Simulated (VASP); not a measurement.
# BN (P1) in VASP: a series of runs, part 2 of 2

VASP 6.6.1.

### 3 Single point, PBE (mode 4 frozen in at -0.085 Å and mode 5 at -0.085 Å (largest displacements))

File INCAR:

```
SYSTEM = BN
PREC = Accurate ; ENCUT = 520
EDIFF = 1E-6 ; ISMEAR = 0
SIGMA = 0.05 ; LREAL = .False.
LASPH = .True. ; NELM = 100
ALGO = Normal ; ISIF = 2
LWAVE = .False. ; LCHARG = .True.
GGA = PE ; LELF = .True.
LVHAR = .True. ; NBANDS = 16
```

File KPOINTS:

```
regular mesh
0
Gamma
  6 6 6
  0 0 0
```

File POSCAR:

```
BN
1.0
    0.0000000000     -1.8123937734     -1.8123937734
   -1.8123937734      0.0000000000     -1.8123937734
    1.8123937734      1.8123937734     -3.6247875468
B N
2 2
Direct
    0.0285574863      0.0243036900      0.0000000000
    0.4714425137      0.4756963100      0.5000000000
    0.4042247411      0.3998715535      0.8750000000
    0.8457752589      0.8501284465      0.3750000000
```

Potentials or basis: VASP PAW PBE potentials, release 64 (B, N).

Launch:

```sh
$ cat potpaw_PBE.64/B/POTCAR potpaw_PBE.64/N/POTCAR > POTCAR
$ mpirun -np 1 vasp_std > vasp.out
```

OUTCAR:

```text
SYSTEM = BN
   PREC = Accurate
   ENCUT = 520
   EDIFF = 1E-6
   ISMEAR = 0
   LREAL = .False.
   LASPH = .True.
   NELM = 100
   ISIF = 2
   GGA = PE

 ion  position               nearest neighbor table
   1  0.029  0.024  0.000-   3 1.57   3 1.57   3 1.57   4 1.59
   2  0.471  0.476  0.500-   4 1.57   4 1.57   4 1.57   3 1.59
   3  0.404  0.400  0.875-   1 1.57   1 1.57   1 1.57   2 1.59
   4  0.846  0.850  0.375-   2 1.57   2 1.57   2 1.57   1 1.59

  LATTYP: Found a trigonal (rhomboedric) cell.
 ALAT       =     4.4394399578
 COS(alpha) =     0.8333333333

  Lattice vectors:

 A1 = (   1.8123937734,   3.6247875468,  -1.8123937734)
 A2 = (   3.6247875468,   1.8123937734,  -1.8123937734)
 A3 = (   1.8123937734,   1.8123937734,  -3.6247875468)

Analysis of symmetry for initial positions (statically):
=====================================================================
 Subroutine PRICEL returns:
 Original cell was already a primitive cell.

 Routine SETGRP: Setting up the symmetry group for a
 trigonal (rhombohedral) supercell.

 Subroutine GETGRP returns: Found  1 space group operations
 (whereof  1 operations were pure point group operations)
 out of a pool of 12 trial point group operations.

The static configuration has the point symmetry C_1 .

Analysis of symmetry for dynamics (positions and initial velocities):
=====================================================================
 Subroutine PRICEL returns:
 Original cell was already a primitive cell.

 Routine SETGRP: Setting up the symmetry group for a
 trigonal (rhombohedral) supercell.

 Subroutine GETGRP returns: Found  1 space group operations
 (whereof  1 operations were pure point group operations)
 out of a pool of 12 trial point group operations.

The dynamic configuration has the point symmetry C_1 .

 Subroutine INISYM returns: Found  1 space group operations
 (whereof  1 operations are pure point group operations),
 and found     1 'primitive' translations

----------------------------------------------------------------------------------------

                                     Primitive cell

  volume of cell :      23.8132

  direct lattice vectors                    reciprocal lattice vectors
     0.000000000 -1.812393773 -1.812393773     0.137939119 -0.413817356 -0.137939119
    -1.812393773  0.000000000 -1.812393773    -0.413817356  0.137939119 -0.137939119
     1.812393773  1.812393773 -3.624787547     0.137939119  0.137939119 -0.137939119

  length of vectors
     2.563111855  2.563111855  4.439439958     0.457492301  0.457492301  0.238917562

  position of ions in fractional coordinates (direct lattice)
     0.028557486  0.024303690  0.000000000
     0.471442514  0.475696310  0.500000000
     0.404224741  0.399871553  0.875000000
     0.845775259  0.850128447  0.375000000

  ion indices of the primitive-cell ions
   primitive index   ion index
                 1           1
                 2           2
                 3           3
                 4           4

----------------------------------------------------------------------------------------

 KPOINTS: regular mesh

Automatic generation of k-mesh.
 Grid dimensions read from file:
 generate k-points for:    6    6    6

 Generating k-lattice:

  Cartesian coordinates                     Fractional coordinates (reciprocal lattice)
     0.022989853 -0.068969559 -0.022989853     0.166666667  0.000000000 -0.000000000
    -0.068969559  0.022989853 -0.022989853     0.000000000  0.166666667 -0.000000000
     0.022989853  0.022989853 -0.022989853     0.000000000  0.000000000  0.166666667

  Length of vectors
     0.076248717  0.076248717  0.039819594

  Shift w.r.t. Gamma in fractional coordinates (k-lattice)
     0.000000000  0.000000000  0.000000000

 Subroutine IBZKPT returns following result:
 ===========================================

 Found    112 irreducible k-points:

 Following reciprocal coordinates:
            Coordinates               Weight
  0.000000  0.000000  0.000000      1.000000
  0.166667  0.000000  0.000000      2.000000
  0.000000  0.166667  0.000000      2.000000
 -0.166667 -0.166667 -0.166667      2.000000
  0.333333  0.000000 -0.000000      2.000000
  0.000000  0.333333 -0.000000      2.000000
[... 16 lines left out ...]
 -0.166667  0.500000 -0.000000      2.000000
 -0.333333  0.500000  0.500000      2.000000
 [... further k-points ...]
   k-points           NKPTS =    112   k-points in BZ     NKDIM =    112   number of bands    NBANDS=     16
   number of dos      NEDOS =    301   number of ions     NIONS =      4
   total plane-waves  NPLWV =  14400
   dimension x,y,z NGX =    20 NGY =   20 NGZ =   36
   dimension x,y,z NGXF=    40 NGYF=   40 NGZF=   72
   ions per type =               2   2
   NGX,Y,Z   is equivalent  to a cutoff of  12.97, 12.97, 13.48 a.u.
   NGXF,Y,Z  is equivalent  to a cutoff of  25.94, 25.94, 26.96 a.u.
 SYSTEM =  BN
   PREC   = accura    normal or accurate (medium, high low for compatibility)
   ISTART =      0    job   : 0-new  1-cont  2-samecut
   ICHARG =      2    charge: 1-file 2-atom 10-const
   ISPIN  =      1    spin polarized calculation?
   LNONCOLLINEAR =      F non collinear calculations
   LSORBIT =      F    spin-orbit coupling
   LASPH  =      T    aspherical Exc in radial PAW
   ENCUT  =  520.0 eV  38.22 Ry    6.18 a.u.   4.77  4.77  8.25*2*pi/ulx,y,z
   NELM   =    100;   NELMIN=  2; NELMDL= -5     # of ELM steps
   EDIFF  = 0.1E-05   stopping-criterion for ELM
   LREAL  =      F    real-space projection
   EDIFFG = 0.1E-04   stopping-criterion for IOM
   NSW    =      0    number of steps for IOM
   IBRION =     -1    ionic relax: 0-MD 1-quasi-New 2-CG
   NFREE  =      0    steps in history (QN), initial steepest desc. (CG)
   ISIF   =      2    stress and relaxation
   ISYM   =      2    0-nonsym 1-usesym 2-fastsym
   POTIM  = 0.5000    time-step for ionic-motion
   TEBEG  =    0.0;   TEEND  =   0.0 temperature during run
   PSTRESS=    0.0 pullay stress
   NELECT =      16.0000    total number of electrons
   NUPDOWN=      -1.0000    fix difference up-down
   EMIN   =  10.00;   EMAX   =-10.00  energy-range for DOS
   EFERMI =   0.00;   METHOD = LEGACY
   ISMEAR =     0;   SIGMA  =   0.05  broadening in eV -4-tet -1-fermi 0-gaus
   EFERMI_NEDOS =   21; number of points for ismear=-14 and -15
   IALGO  =     38    algorithm
   IMIX   =      4    mixing-type and parameters
     AMIX     =   0.40;   BMIX     =  1.00
     AMIX_MAG =   1.60;   BMIX_MAG =  1.00
  volume/ion in A,a.u.               =       5.95        40.17
  Fermi-wavevector in a.u.,A,eV,Ry     =   1.433867  2.709616 27.973240  2.055975
  Thomas-Fermi vector in A             =   2.553338
   LORBIT       =      0    0 simple, 1 ext, 2 COOP (PROOUT), +10 PAW based schemes
   GGA     = PE    functional components
   LHFCALC =     F    Hartree Fock is set to
   AEXX    =    0.0000 exact exchange contribution
   IVDW    =     0    specifies the selected vdW correction
   LEPSILON=     F    determine dielectric tensor
   LRPA    =     F    only Hartree local field effects (RPA)
 non-spin polarized calculation
 Gauss-broadening in eV      SIGMA  =   0.05
  energy-cutoff  :      520.00
  volume of cell :       23.81
 maximum number of plane-waves:       663
   NGX =  9   NGY =  9   NGZ = 17

 number of electron      16.0000002 magnetization

 Free energy of the ion-electron system (eV)
  ---------------------------------------------------
  ext. energy  EPLUGINS =         0.00000000
  ---------------------------------------------------
  free energy    TOTEN  =       -34.59754121 eV

  energy without entropy =      -34.59754121  energy(sigma->0) =      -34.59754121

 E-fermi :   7.7203     XC(G=0): -12.7983

 val. band max:        7.4888676380   @ k =   0.0000   0.0000   0.0000
 cond. band min:      11.6690545817   @ k =   0.5000   0.5000   0.0000
 fundamental gap:      4.1801869437
 Fermi energy:         7.7202513839

 k-point     1 :       0.0000    0.0000    0.0000
  band No.  band energies     occupation
      1     -12.8203      2.00000
      2      -8.6187      2.00000
      3      -3.2615      2.00000
      4       5.4498      2.00000
      5       5.4967      2.00000
      6       7.1322      2.00000
[... 8 lines left out ...]
     15      18.3719      0.00000
     16      22.6630      0.00000
[... 419 lines left out ...]
 k-point    24 :      -0.3333    0.5000    0.5000
  band No.  band energies     occupation
      1      -8.8885      2.00000
      2      -7.3639      2.00000
      3      -1.6897      2.00000
      4      -0.1946      2.00000
      5       1.2894      2.00000
      6       2.0733      2.00000
[... 8 lines left out ...]
     15      22.7430      0.00000
     16      23.6118      0.00000

 [... further k-points ...]
[... 5 lines left out ...]
  --------------------------------------------------------------------------------------
  -------------------------------------------------------------------------------------
  Total        0.2506867      0.1717814     -0.5127082      0.0595080     -0.2009416     -0.1867423
  in kB       16.8664712     11.5576395    -34.4955608      4.0037598    -13.5195648    -12.5642226
  external PRESSURE =      -2.0238167 kB  Pullay stress =       0.0000000 kB

 VOLUME and BASIS-vectors are now :
 -----------------------------------------------------------------------------
  energy-cutoff  :      520.00
  volume of cell :       23.81
      direct lattice vectors                 reciprocal lattice vectors
     0.000000000 -1.812393773 -1.812393773     0.137939119 -0.413817356 -0.137939119
    -1.812393773  0.000000000 -1.812393773    -0.413817356  0.137939119 -0.137939119
     1.812393773  1.812393773 -3.624787547     0.137939119  0.137939119 -0.137939119

 POSITION                                       TOTAL-FORCE (eV/Angst)
 -----------------------------------------------------------------------------------
     -0.04405     -0.05176     -0.09581         0.414979      0.481611      0.884543
      0.04405      0.05176     -3.52898        -0.388231     -0.461161     -0.845969
      0.86112      0.85323     -4.62903         0.541953      0.640631      1.159033
     -0.86112     -0.85323     -4.43294        -0.568701     -0.661081     -1.197607
 -----------------------------------------------------------------------------------
    total drift:                               -0.000082     -0.000070      0.000036

  FREE ENERGIE OF THE ION-ELECTRON SYSTEM (eV)
  ---------------------------------------------------
  free  energy   TOTEN  =       -34.5975412126 eV

  energy  without entropy=      -34.5975412126  energy(sigma->0) =      -34.59754121
```

OSZICAR:

```text
N       E                     dE             d eps       ncg     rms          rms(c)
DAV:   1     0.379617516267E+02    0.37962E+02   -0.84569E+03  3592   0.984E+02
DAV:   2    -0.341964979281E+02   -0.72158E+02   -0.67242E+02  5112   0.226E+02
DAV:   3    -0.364724042348E+02   -0.22759E+01   -0.22698E+01  4176   0.369E+01
DAV:   4    -0.364778182264E+02   -0.54140E-02   -0.54136E-02  4360   0.209E+00
DAV:   5    -0.364778336121E+02   -0.15386E-04   -0.15386E-04  4112   0.102E-01    0.938E+00
DAV:   6    -0.347453204354E+02    0.17325E+01   -0.22748E+00  4632   0.136E+01    0.443E+00
DAV:   7    -0.346249613546E+02    0.12036E+00   -0.31335E-01  4520   0.447E+00    0.274E+00
DAV:   8    -0.345988299719E+02    0.26131E-01   -0.51184E-02  4224   0.187E+00    0.267E-01
DAV:   9    -0.345973011493E+02    0.15288E-02   -0.19355E-03  4216   0.555E-01    0.132E-01
DAV:  10    -0.345975370174E+02   -0.23587E-03   -0.50289E-04  4528   0.176E-01    0.276E-02
DAV:  11    -0.345975395866E+02   -0.25692E-05   -0.33166E-05  4568   0.552E-02    0.138E-02
DAV:  12    -0.345975411323E+02   -0.15457E-05   -0.48248E-06  4192   0.223E-02    0.206E-03
DAV:  13    -0.345975412126E+02   -0.80308E-07   -0.10851E-07  1792   0.342E-03
   1 F= -.34597541E+02 E0= -.34597541E+02  d E =-.653675E-13
```

It took 20 s on 1 thread of AMD EPYC 9R45 (Zen 5), shared host; peak memory 0.12 GiB.

Results:

```yaml
Free_energy: -34.5975 eV
Pressure: -0.2 GPa
Largest_force: 1.481 eV/Å
Band_gap_on_the_k_mesh: 4.18 eV, indirect (least direct gap 6.17 eV)
```

Forces in eV/Å, atoms in the order of the input:
```
B    0.415  0.482  0.885
B   -0.388 -0.461 -0.846
N    0.542  0.641  1.159
N   -0.569 -0.661 -1.198
```

Stress tensor (GPa, compression positive):
```
 1.69  0.40 -1.26
 0.40  1.16 -1.35
-1.26 -1.35 -3.45
```

Caveat: the k points lie up to 0.48 Å⁻¹ apart; the cell differs from its parent crystal (mode 4 frozen in at -0.085 Å and mode 5 at -0.085 Å (largest displacements)); forces of over 1 eV/Å act on the atoms, so gaps and moduli don't describe the material at rest.

### 4 Single point, PBE (mode 4 frozen in at -0.085 Å and mode 5 at +0.051 Å (largest displacements))

File INCAR:

```
SYSTEM = BN
PREC     = Accurate       ! precision mode
ENCUT    = 520            ! plane-wave cutoff, eV
EDIFF    = 1E-7           ! SCF threshold, eV
ISMEAR   = 0              ! smearing method
SIGMA    = 0.05           ! smearing width, eV
LREAL    = .FALSE.        ! projectors in reciprocal space
LASPH    = .TRUE.         ! aspherical terms in the spheres
NELM     = 80             ! most SCF steps
ALGO     = Normal         ! electronic algorithm
ISIF     = 2              ! what is computed and relaxed
LWAVE    = .FALSE.        ! write WAVECAR
LCHARG   = .FALSE.        ! write CHGCAR
GGA      = PE             ! functional
NBANDS   = 16             ! bands
```

File KPOINTS:

```
Automatic mesh
0
G
  6 6 6
  0 0 0
```

File POSCAR:

```
BN
1.0
    0.0000000000     -1.8123937734     -1.8123937734
   -1.8123937734      0.0000000000     -1.8123937734
    1.8123937734      1.8123937734     -3.6247875468
B N
2 2
Direct
   -0.0299294278      0.0424664074      0.0000000000
    0.5299294278      0.4575335926      0.5000000000
    0.3443712615      0.4184586486      0.8750000000
    0.9056287385      0.8315413514      0.3750000000
```

Launch:

```sh
$ cat potpaw_PBE.64/B/POTCAR potpaw_PBE.64/N/POTCAR > POTCAR
$ mpirun -np 1 vasp_std > vasp.out
```

Run time: 20 s. Hardware: 1 thread of AMD EPYC 9R45 (Zen 5), shared host; peak memory 0.12 GiB.

It converged, with:

- Free energy: -34.6936 eV
- Pressure: -0.1 GPa
- Largest force: 1.210 eV/Å
- Band gap on the k mesh: 4.27 eV, indirect (least direct gap 6.23 eV)

Forces on the atoms (eV/Å):
```
B    0.691 -0.493  0.195
B   -0.711  0.499 -0.222
N    0.958 -0.678  0.298
N   -0.937  0.671 -0.272
```

Stress tensor (GPa, compression positive):
```
-2.08  0.99 -0.67
 0.99  0.04 -0.28
-0.67 -0.28  1.79
```

Levels at points of the mesh, in eV from the valence-band top:
```tsv
k point	band 6	band 7	band 8	band 9	band 10	band 11
(0.00, 0.00, 0.00)	-0.24	-0.16	0.00	8.39	8.63	8.71
(0.50, 0.00, 0.00)	-4.94	-3.70	-3.66	7.19	7.44	11.74
(0.00, 0.50, 0.00)	-4.75	-3.76	-3.71	7.07	7.49	11.66
(0.50, 0.50, 0.50)	-5.15	-3.66	-3.64	7.29	7.39	12.01
(0.50, 0.50, 0.00)	-4.89	-2.20	-1.91	4.34	9.18	9.68
(0.00, 0.50, 0.50)	-4.91	-2.06	-1.96	4.27	8.74	9.81
(0.50, 0.00, 0.50)	-4.92	-2.14	-1.93	4.31	8.97	9.74
(0.00, 0.00, 0.50)	-1.41	-1.05	-1.03	8.76	8.98	9.71
```

Caveat: the k points lie up to 0.48 Å⁻¹ apart; the cell differs from its parent crystal (mode 4 frozen in at -0.085 Å and mode 5 at +0.051 Å (largest displacements)); forces of over 1 eV/Å act on the atoms, so gaps and moduli don't describe the material at rest.

### 5 Single point, PBE (mode 4 frozen in at -0.085 Å and mode 5 at +0.034 Å (largest displacements))

File INCAR:

```
SYSTEM = BN
ALGO = Normal ; EDIFF = 1E-6
ENCUT = 520 ; GGA = PE
ISIF = 2 ; ISMEAR = 0
LASPH = .True. ; LCHARG = .False.
LREAL = .False. ; LWAVE = .False.
NBANDS = 16 ; NELM = 80
PREC = Accurate ; SIGMA = 0.05
```

File KPOINTS:

```
k-points
0
Gamma
  6 6 6
  0 0 0
```

File POSCAR:

```
BN
1.0
    0.0000000000     -1.8123937734     -1.8123937734
   -1.8123937734      0.0000000000     -1.8123937734
    1.8123937734      1.8123937734     -3.6247875468
B N
2 2
Direct
   -0.0226185635      0.0401960677      0.0000000000
    0.5226185635      0.4598039323      0.5000000000
    0.3518529465      0.4161352617      0.8750000000
    0.8981470535      0.8338647383      0.3750000000
```

Launch:

```sh
$ cat potpaw_PBE.64/B/POTCAR potpaw_PBE.64/N/POTCAR > POTCAR
$ mpirun -np 1 vasp_std > vasp.out
```

Run time: 17 s. Hardware: 1 thread of Intel Xeon 6975P-C (Granite Rapids), shared host; peak memory 0.15 GiB.

It converged, with:

| Quantity | Value |
| --- | --- |
| Free energy | -34.7237 eV |
| Pressure | 0.0 GPa |
| Largest force | 1.119 eV/Å |
| Band gap on the k mesh | 4.29 eV, indirect (least direct gap 6.25 eV) |

Forces in eV/Å, atoms in the order of the input:
```
B    0.655 -0.370  0.283
B   -0.675  0.382 -0.302
N    0.905 -0.517  0.407
N   -0.886  0.504 -0.388
```

Stress tensor (GPa, compression positive):
```
-1.93  0.76 -0.67
 0.76  0.66 -0.19
-0.67 -0.19  1.14
```

Levels at points of the mesh, in eV from the valence-band top:
```csv
k point,band 4,band 5,band 6,band 7,band 8,band 9,band 10,band 11,band 12,band 13
"(0.00, 0.00, 0.00)",-1.99,-1.96,-0.21,-0.13,0.00,8.44,8.67,8.70,9.79,10.17
"(0.50, 0.00, 0.00)",-8.73,-5.36,-5.01,-3.67,-3.65,7.26,7.45,11.93,13.05,13.68
"(0.00, 0.50, 0.00)",-8.71,-5.41,-4.76,-3.74,-3.70,7.12,7.51,11.77,13.28,14.14
"(0.50, 0.50, 0.50)",-8.74,-5.34,-5.07,-3.66,-3.64,7.29,7.43,12.01,12.89,13.78
"(0.50, 0.50, 0.00)",-8.97,-4.96,-4.89,-2.14,-1.91,4.35,9.13,9.75,10.44,10.65
"(0.00, 0.50, 0.50)",-8.97,-4.96,-4.90,-2.04,-1.96,4.29,8.78,9.85,10.60,10.66
"(0.50, 0.00, 0.50)",-8.97,-4.95,-4.90,-2.13,-1.92,4.34,9.07,9.77,10.44,10.68
"(0.00, 0.00, 0.50)",-5.50,-1.38,-1.38,-1.04,-1.03,8.83,9.10,9.69,10.36,10.66
```

Caveat: the k points lie up to 0.48 Å⁻¹ apart; the cell differs from its parent crystal (mode 4 frozen in at -0.085 Å and mode 5 at +0.034 Å (largest displacements)); forces of over 1 eV/Å act on the atoms, so gaps and moduli don't describe the material at rest. A k mesh can miss the band edges.

### 6 Single point, PBE (mode 4 frozen in at -0.068 Å and mode 5 at +0.017 Å (largest displacements))

File INCAR:

```
SYSTEM = BN
PREC = Accurate
ENCUT = 520
EDIFF = 1E-6
ISMEAR = 0
SIGMA = 0.05
LREAL = .False.
LASPH = .True.
NELM = 60
ALGO = Normal
ISIF = 2
LWAVE = .False.
LCHARG = .False.
GGA = PE
NBANDS = 16
```

File KPOINTS:

```
Automatic mesh
0
Gamma
  6 6 6
  0 0 0
```

File POSCAR:

```
BN
1.0
    0.0000000000     -1.8123937734     -1.8123937734
   -1.8123937734      0.0000000000     -1.8123937734
    1.8123937734      1.8123937734     -3.6247875468
B N
2 2
Direct
   -0.0137083323      0.0307946503      0.0000000000
    0.5137083323      0.4692053497      0.5000000000
    0.3609713681      0.4065141772      0.8750000000
    0.8890286319      0.8434858228      0.3750000000
```

Potentials or basis: VASP PAW PBE potentials, release 64 (B, N).

Launch:

```sh
$ cat potpaw_PBE.64/B/POTCAR potpaw_PBE.64/N/POTCAR > POTCAR
$ mpirun -np 1 vasp_std > vasp.out
```

Run time: 16 s. Hardware: 1 thread of Intel Xeon 6975P-C (Granite Rapids), shared host; peak memory 0.15 GiB.

The run converged. Its results:

```yaml
Free_energy: -34.7958 eV
Pressure: 0.1 GPa
Largest_force: 0.852 eV/Å
Band_gap_on_the_k_mesh: 4.36 eV
```

Forces on the atoms (eV/Å):
```
B    0.507 -0.224  0.281
B   -0.518  0.234 -0.289
N    0.691 -0.313  0.387
N   -0.680  0.303 -0.380
```

Stress tensor (GPa, compression positive):
```
-1.04  0.37 -0.42
 0.37  0.75 -0.08
-0.42 -0.08  0.50
```

Levels at points of the mesh, in eV from the valence-band top:
| k point | band 6 | band 7 | band 8 | band 9 | band 10 | band 11 |
| --- | --- | --- | --- | --- | --- | --- |
| (0.00, 0.00, 0.00) | -0.12 | -0.08 | 0.00 | 8.57 | 8.72 | 8.73 |
| (0.50, 0.00, 0.00) | -5.06 | -3.65 | -3.63 | 7.37 | 7.48 | 12.31 |
| (0.00, 0.50, 0.00) | -4.85 | -3.70 | -3.67 | 7.25 | 7.54 | 12.08 |
| (0.50, 0.50, 0.50) | -5.03 | -3.65 | -3.64 | 7.35 | 7.49 | 12.25 |
| (0.50, 0.50, 0.00) | -4.88 | -2.04 | -1.92 | 4.39 | 9.12 | 9.88 |
| (0.00, 0.50, 0.50) | -4.88 | -1.99 | -1.94 | 4.36 | 8.94 | 9.93 |
| (0.50, 0.00, 0.50) | -4.88 | -2.05 | -1.92 | 4.39 | 9.15 | 9.87 |
| (0.00, 0.00, 0.50) | -1.30 | -1.04 | -1.04 | 9.07 | 9.25 | 9.85 |

Caveat: the k points lie up to 0.48 Å⁻¹ apart; the cell differs from its parent crystal (mode 4 frozen in at -0.068 Å and mode 5 at +0.017 Å (largest displacements)). A k mesh can miss the band edges.
